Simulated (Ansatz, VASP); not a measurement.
**La2GaP3 in VASP and in Ansatz**

```xyz
6
Lattice="-2.1203 2.1203 8.7275 2.1203 -2.1203 8.7275 2.1203 2.1203 -8.7275" Properties=species:S:1:pos:R:3 pbc="T T T"
La    0.0000    0.0000   14.6186
La    0.0000    0.0000    2.8364
P     0.0000    0.0000   11.5307
P     0.0000    0.0000    0.0000
P     0.0000    0.0000    5.9244
Ga    0.0000    0.0000    8.7275
```

Alike in both runs: task single point; functional PBE; k mesh 8 × 8 × 8; occupations fermi-dirac, width 0.02 eV; no spin polarisation.

|  | VASP | Ansatz |
| --- | --- | --- |
| version | VASP 6.6.1 | Ansatz 0.2.0 |
| potentials or method | VASP PAW PBE potentials, release 64 (La, P, Ga_d) | plane waves, PAW |
| plane-wave cutoff (eV) | 520 | 420 |
| valence electrons in the cell | 50 | 50 |

|  | VASP | Ansatz | Ansatz less VASP |
| --- | --- | --- | --- |
| pressure (GPa) | -1.9 | -1.8 | +0.09 |
| rms of the force components (eV/Å) | 0.021 | 0.020 | -0.0009 |

Spin-orbit coupling is off throughout.
